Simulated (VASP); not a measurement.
V, 1 atom in the cell. Symmetry: Im-3m, No. 229, cubic system. The conventional cell has a = 3.026 Å, b = 3.026 Å, c = 3.026 Å, α = 90.00°, β = 90.00°, γ = 90.00°. Within 3.5 Å of V (site symmetry m-3m) lie 14 V at 2.62 to 3.03 Å. 

| Quantity | Value |
| --- | --- |
| Program | VASP 6.6.1 |
| Task | single point |
| Functional | PBE |
| Potentials or basis | VASP PAW PBE potentials, release 64 (V_sv) |
| Cutoff | 500 eV |
| k mesh | 6 × 6 × 6 |
| Occupations | tetrahedron |
| Spin | collinear spin, ferromagnetic start |
| Starting moments | [0.51] μB |
| Dipole correction | no |
| Further INCAR settings | ALGO = Normal; EDIFF = 1e-06; NBANDS = 16 |

Potentials or basis: VASP PAW PBE potentials, release 64 (V_sv).

The run is started by

```sh
$ cat potpaw_PBE.64/V_sv/POTCAR > POTCAR
$ mpirun -np 1 vasp_std > vasp.out
```

Hardware: 1 thread of Intel(R) Xeon(R) Platinum 8375C CPU @ 2.90GHz (Ice Lake), with other jobs on the host.

**Question.** Estimate the wall time of this run.

**Answer.** It took 7.5 s on 1 thread of Intel(R) Xeon(R) Platinum 8375C CPU @ 2.90GHz (Ice Lake), with other jobs on the host, peak memory 0.13 GiB. Counts: scf iterations 14, k points 16.
